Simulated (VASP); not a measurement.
Input of a VASP 6.6.1 run:

The input POSCAR:

```
Sb
1.0
    3.1600000000      0.0000000000      0.0000000000
    0.0000000000      3.1600000000      0.0000000000
    0.0000000000      0.0000000000      3.1600000000
Sb
1
Direct
    0.0000000000      0.0000000000      0.0000000000
```

The input INCAR.step1:

```
SYSTEM = Sb
ALGO     = Normal         ! electronic algorithm
EDIFF    = 1E-5           ! SCF threshold, eV
EDIFFG   = -0.005         ! ionic threshold
ENCUT    = 500            ! plane-wave cutoff, eV
GGA      = PE             ! functional
GGA_COMPAT= .FALSE.      
IBRION   = 2              ! ionic algorithm
ISIF     = 3              ! what is computed and relaxed
ISMEAR   = -1             ! smearing method
LASPH    = .TRUE.         ! aspherical terms in the spheres
LCHARG   = .FALSE.        ! write CHGCAR
LREAL    = .FALSE.        ! projectors in reciprocal space
LWAVE    = .TRUE.         ! write WAVECAR
NBANDS   = 14             ! bands
NELM     = 120            ! most SCF steps
NELMIN   = 4            
NSW      = 100            ! ionic steps
PREC     = Accurate       ! precision mode
SIGMA    = 0.05           ! smearing width, eV
```

The input INCAR.step2:

```
SYSTEM = Sb
AEXX     = 0.25           ! exact-exchange fraction
ALGO     = Normal         ! electronic algorithm
EDIFF    = 1E-7           ! SCF threshold, eV
EDIFFG   = -0.01          ! ionic threshold
ENCUT    = 500            ! plane-wave cutoff, eV
GGA      = PS             ! functional
GGA_COMPAT= .FALSE.      
HFSCREEN = 0.207          ! screening, 1/A
IBRION   = 2              ! ionic algorithm
ISIF     = 3              ! what is computed and relaxed
ISMEAR   = -1             ! smearing method
ISTART   = 1            
LASPH    = .TRUE.         ! aspherical terms in the spheres
LCHARG   = .FALSE.        ! write CHGCAR
LHFCALC  = .TRUE.         ! exact exchange
LREAL    = .FALSE.        ! projectors in reciprocal space
LWAVE    = .FALSE.        ! write WAVECAR
NELM     = 120            ! most SCF steps
NELMIN   = 4            
NSW      = 60             ! ionic steps
PREC     = Accurate       ! precision mode
PRECFOCK = Normal       
SIGMA    = 0.05           ! smearing width, eV
```

The input KPOINTS:

```
k-points
0
G
  4 4 4
  0 0 0
```

Potentials or basis: VASP PAW PBE potentials, release 64 (Sb_d_GW).

Launch:

```console
$ cat potpaw_PBE.64/Sb_d_GW/POTCAR > POTCAR
$ cp INCAR.step1 INCAR
$ mpirun -np 1 vasp_std > vasp.out
$ cp INCAR.step2 INCAR
$ mpirun -np 1 vasp_std > vasp.out
```

Problem. Estimate the relaxed volume.

Solution. 27.66 Å³/atom.

Problem. What does it give for the relaxed cell?

Solution. a = 3.024 Å, b = 3.024 Å, c = 3.024 Å, α = 90.00°, β = 90.00°, γ = 90.00°.

The path:
```tsv
step	energy change (eV)	largest force (eV/Å)	pressure (GPa)	volume (Å³)
1	0.0000	0.0000	-6.88	31.55
2	-0.0628	0.0000	6.25	25.76
3	-0.0958	0.0000	-0.06	27.66
```

Caveat: the k points lie up to 0.52 Å⁻¹ apart in the final cell; the PAW data sets were made with another functional, which shifts forces and pressure a little; the volume moved by -12 % from the deposited cell, more than functionals usually miss.
